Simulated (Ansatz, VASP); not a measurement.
**One calculation of NiO, two programs**

The input INCAR:

```
SYSTEM = NiO
PREC = Accurate ; ENCUT = 600
EDIFF = 1E-6 ; ISMEAR = -1
SIGMA = 0.3 ; LREAL = .FALSE.
LASPH = .TRUE. ; NELM = 120
ALGO = Normal ; ISIF = 2
LWAVE = .FALSE. ; LCHARG = .TRUE.
GGA = PE ; LELF = .TRUE.
LVHAR = .TRUE. ; NBANDS = 15
GGA_COMPAT = .FALSE.
```

KPOINTS

```
regular mesh
0
G
  1 1 1
  0 0 0
```

Contents of POSCAR:

```
NiO
1.0
    4.2000000000      0.0000000000      0.0000000000
    0.0000000000      4.2000000000      0.0000000000
    0.0000000000      0.0000000000      4.2000000000
Ni O
1 1
Direct
    0.0000000000      0.0000000000      0.0000000000
    0.2661004343      0.1596602606      0.1197451954
```

Input for Ansatz:

```yaml
crystal:
  lattice:
    - [4.2, 0, 0]
    - [0, 4.2, 0]
    - [0, 0, 4.2]
  atoms:
    - { symbol: Ni, position: [0, 0, 0] }
    - { symbol: O, position: [0.2661004342857, 0.1596602605714, 0.1197451954286] }
kpoints:
  mp_grid: { grid: [1, 1, 1], shift: [0, 0, 0] }
hamiltonian:
  xc: pbe
  pseudopotentials:
    kind: all_electron
    relativity: scalar
    datasets: crystal
    dataset_error: "0.05 meV"
magnetization:
  spin_polarized: false
output:
  forces: true
  stress: true
scf:
  lower_state_search: "off"
  max_iter: 150
  occupations: { method: fermi_dirac, width: "0.3 eV" }
  convergence: { dr2_threshold: "1e-9 eV" }
```

Alike in both runs: task single point; functional PBE; k mesh 1 × 1 × 1; no spin polarisation.

|  | VASP | Ansatz |
| --- | --- | --- |
| version | VASP 6.6.1 | Ansatz 0.2 development build |
| potentials or method | VASP PAW PBE potentials, release 64 (Ni, O), cutoff 600 eV | all-electron unfrozen PAW, scalar-relativistic |
| occupations | fermi-dirac, width 0.3 eV | fermi-dirac |

|  | VASP | Ansatz | Ansatz less VASP |
| --- | --- | --- | --- |
| pressure (GPa) | 15.1 | 13.5 | -1.63 |
| traceless stress, the component that is largest in VASP (GPa) | 17.77 | 15.96 | -1.810 |
| rms of the force components (eV/Å) | 9.244 | 8.355 | -0.8894 |

Atom by atom the forces differ by 0.890 eV/Å (rms over components). Ansatz ran all-electron here, and VASP with PAW potentials.

The k mesh is coarse, so the values compare programs but aren't converged.
